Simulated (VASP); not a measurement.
Wanted: the native input for a VASP 6.6.1 run.

| Property | Result |
| --- | --- |
| Task | relaxation of cell and atoms |
| Functional | PBEsol |
| Potentials or basis | VASP PAW PBE potentials, release 64 (Ba_sv, S) |
| Cutoff | 600 eV |
| k mesh | 6 × 6 × 6 |
| Occupations | fermi-dirac, width 0.02 eV |
| Spin | no spin polarisation |
| Dipole correction | no |
| Further INCAR settings | ALGO = Normal; EDIFF = 1e-06; IBRION = 2; EDIFFG = -0.005; NSW = 80; ISIF = 3 |

The structure of BaS lies in POSCAR:

```
BaS
1.0
    0.0000000000      3.2147893190      3.2147893190
    3.2147893190      0.0000000000      3.2147893190
    3.2147893190      3.2147893190      0.0000000000
Ba S
1 1
Direct
    0.0000000000      0.0000000000      0.0000000000
    0.5000000000      0.5000000000      0.5000000000
```

These files were run (other wordings do the same):

INCAR

```
PREC = Accurate
ENCUT = 600
EDIFF = 1E-6
ISMEAR = -1
SIGMA = 0.02
LREAL = F
LASPH = T
NELM = 60
ALGO = Normal
ISIF = 3
LWAVE = F
LCHARG = F
GGA = PS
IBRION = 2
NSW = 80
EDIFFG = -0.005
```

KPOINTS

```
regular mesh
0
Gamma
  6 6 6
```

Potentials or basis: VASP PAW PBE potentials, release 64 (Ba_sv, S).

The run is started by

```bash
$ cat potpaw_PBE.64/Ba_sv/POTCAR potpaw_PBE.64/S/POTCAR > POTCAR
$ mpirun -np 1 vasp_std > vasp.out
```

Results of the run:

```json
{
 "Relaxed volume": "32.20 Å³/atom",
 "Relaxed cell": "a = 4.499 Å, b = 4.499 Å, c = 4.499 Å, α = 60.00°, β = 60.00°, γ = 60.00°",
 "Space group after relaxing (to 0.05 Å)": "Fm-3m (No. 225)",
 "Energy gained by relaxing": "4.4 meV/atom",
 "Ionic steps": "3",
 "Pressure after relaxing": "0.0 GPa",
 "Band gap on the k mesh": "1.96 eV, indirect (least direct gap 2.09 eV)"
}
```

Caveat: the PAW data sets were made with another functional, which shifts forces and pressure a little; spin-orbit coupling is left out, which moves the levels of the heavy elements.

It took 61 s on 1 thread of AMD EPYC 7R13 (shared host), peak memory 0.18 GiB.
